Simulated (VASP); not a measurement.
Set up this calculation in VASP 6.6.1, as the native input.

* Task: single point
* Functional: PBE
* Potentials or basis: VASP PAW PBE potentials, release 64 (Ti_sv, Al)
* Cutoff: 500 eV
* k mesh: 14 × 14 × 5
* Occupations: gaussian, width 0.15 eV
* Spin: no spin polarisation
* Dipole correction: no
* Further INCAR settings: ALGO = Normal; EDIFF = 1e-06; NBANDS = 32

The structure of TiAl lies in POSCAR:

```
TiAl
1.0
    0.0000000000     -3.1860938973      0.0000000000
    0.0000000000      0.0000000000     -3.1860938973
    9.5582816920      0.0000000000      0.0000000000
Ti Al
3 3
Direct
    1.0000000000      1.0000000000      0.3333333333
    1.0000000000      1.0000000000      0.6666666667
    1.0000000000      1.0000000000      0.0000000000
    0.5000000000      0.5000000000      0.1666666667
    0.5000000000      0.5000000000      0.5000000000
    0.5000000000      0.5000000000      0.8333333333
```

These files were run (other wordings do the same):

INCAR

```
ALGO = Normal
EDIFF = 1E-6
ENCUT = 500
GGA = PE
GGA_COMPAT = F
ISIF = 2
ISMEAR = 0
LASPH = T
LCHARG = F
LREAL = F
LWAVE = F
NBANDS = 32
NELM = 120
PREC = Accurate
SIGMA = 0.15
```

KPOINTS

```
k-points
0
Gamma
  14 14 5
```

Potentials or basis: VASP PAW PBE potentials, release 64 (Ti_sv, Al).

Run with:

```sh
$ cat potpaw_PBE.64/Ti_sv/POTCAR potpaw_PBE.64/Al/POTCAR > POTCAR
$ mpirun -np 1 vasp_std > vasp.out
```

It gave:

| Property | Result |
| --- | --- |
| Pressure | 0.0 GPa |
| Band gap on the k mesh | zero (an odd number of electrons rules out a gap without spin polarisation) |

Wall time 2.7 min on 1 thread of Intel(R) Xeon(R) Platinum 8488C (Sapphire Rapids), with other jobs on the host, peak memory 0.36 GiB.
